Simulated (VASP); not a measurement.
Wanted: the native input for a VASP 6.6.1 run.

```yaml
Task: relaxation of cell and atoms
Functional: r2SCAN
Potentials_or_basis: VASP PAW PBE potentials, release 64 (Hf_pv, B)
Cutoff: 600 eV
k_mesh: 16 × 16 × 16
Occupations: gaussian, width 0.1 eV
Spin: no spin polarisation
Dipole_correction: no
Further_INCAR_settings: ALGO = Normal; EDIFF = 1e-06; IBRION = 2; EDIFFG = -0.005; NSW = 100; ISIF = 3
```

HfB:

```xyz
2
Lattice="0.0000 -2.4142 -2.4142 2.4142 0.0000 -2.4142 2.4142 -2.4142 0.0000" Properties=species:S:1:pos:R:3 pbc="T T T"
Hf    0.0000    0.0000    0.0000
B     2.4142   -2.4142   -2.4142
```

One way to write it, as run:

POSCAR

```
HfB
1.0
    0.0000000000     -2.4141707882     -2.4141707882
    2.4141707882      0.0000000000     -2.4141707882
    2.4141707882     -2.4141707882      0.0000000000
Hf B
1 1
Direct
    0.0000000000      0.0000000000      0.0000000000
    0.5000000000      0.5000000000      0.5000000000
```

INCAR.step1

```
SYSTEM = HfB
ALGO = Normal ; EDIFF = 1E-4
ENCUT = 600 ; GGA = PE
ISMEAR = 0 ; LASPH = .True.
LCHARG = .False. ; LREAL = .False.
LWAVE = .True. ; NELM = 100
PREC = Accurate ; SIGMA = 0.1
```

INCAR.step2

```
SYSTEM = HfB
ALGO = Normal ; EDIFF = 1E-6
EDIFFG = -0.005 ; ENCUT = 600
IBRION = 2 ; ISIF = 3
ISMEAR = 0 ; ISTART = 1
LASPH = .True. ; LCHARG = .False.
LMIXTAU = .True. ; LREAL = .False.
LWAVE = .False. ; METAGGA = R2SCAN
NELM = 100 ; NSW = 100
PREC = Accurate ; SIGMA = 0.1
```

KPOINTS

```
k-points
0
Gamma
  16 16 16
  0 0 0
```

Potentials or basis: VASP PAW PBE potentials, release 64 (Hf_pv, B).

Launch:

```sh
$ cat potpaw_PBE.64/Hf_pv/POTCAR potpaw_PBE.64/B/POTCAR > POTCAR
$ cp INCAR.step1 INCAR
$ mpirun -np 1 vasp_std > vasp.out
$ cp INCAR.step2 INCAR
$ mpirun -np 1 vasp_std > vasp.out
```

Results of the run:

```yaml
Relaxed_volume: 14.03 Å³/atom
Relaxed_cell: a = 3.411 Å, b = 3.411 Å, c = 3.411 Å, α = 60.00°, β = 60.00°, γ = 60.00°
Space_group_after_relaxing_to_0.05_Å: Fm-3m (No. 225)
Energy_gained_by_relaxing: 0.1 meV/atom
Ionic_steps: 4
Pressure_after_relaxing: 0.0 GPa
```

Caveat: the PAW data sets were made with another functional, which shifts forces and pressure a little.

It took 8.2 min on 1 thread of AMD EPYC 9R14 (Zen 4), on a shared host, peak memory 0.18 GiB.
